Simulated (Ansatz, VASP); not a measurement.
**B: VASP beside Ansatz**

```
B
1.0
    -1.14695    1.14695    1.14695
     1.14695   -1.14695    1.14695
     1.14695    1.14695   -1.14695
B
1
Direct
  0.00000 0.00000 0.00000
```

Alike in both runs: functional r2SCAN; k mesh 34 × 34 × 34; occupations gaussian, width 0.1 eV; no spin polarisation.

Ansatz relaxed the structure, and its values are those at the end. VASP's run is a single point on that final structure, the one shown.

|  | VASP | Ansatz |
| --- | --- | --- |
| version | VASP 6.6.1 | Ansatz 0.2.0 |
| potentials or method | VASP PAW PBE potentials, release 64 (B), cutoff 520 eV | scalar-relativistic, plane waves, PAW |
| valence electrons in the cell | 3 | 3 |

```tsv
	VASP	Ansatz	Ansatz less VASP
gap on the k mesh at the Fermi level (eV)	none	none	-
pressure (GPa)	-0.2	0.0	+0.26
```

VASP's potentials were made for PBE, not for r2SCAN. A gap of «none» marks a metal or a gap that the smearing closes.
